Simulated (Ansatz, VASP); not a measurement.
# Two plane-wave programs on AlN

```
CELL_PARAMETERS angstrom
0.00000 2.05415 2.05415
2.05415 0.00000 2.05415
2.05415 2.05415 0.00000
ATOMIC_POSITIONS crystal
Al 0.00000 0.00000 0.00000
N 0.50000 0.50000 0.50000
```

Alike in both runs: task single point; functional revPBE; k mesh 10 × 10 × 10; occupations gaussian, width 0.05 eV; no spin polarisation.

```csv
,VASP,Ansatz
version,VASP 6.6.1,Ansatz 0.2.0
potentials or method,"VASP PAW PBE potentials, release 64 (Al, N), cutoff 520 eV","scalar-relativistic, plane waves, PAW"
valence electrons in the cell,8,8
```

```tsv
	VASP	Ansatz	Ansatz less VASP
gap on the k mesh at the Fermi level (eV)	4.25	4.27	+0.024
least direct gap on the mesh (eV)	5.02	5.01	-0.011
pressure (GPa)	-3.8	-3.2	+0.59
```

VASP's potentials were made for PBE, not for revPBE. The functional is the same, so the differences come from potentials, cutoffs and numerics.
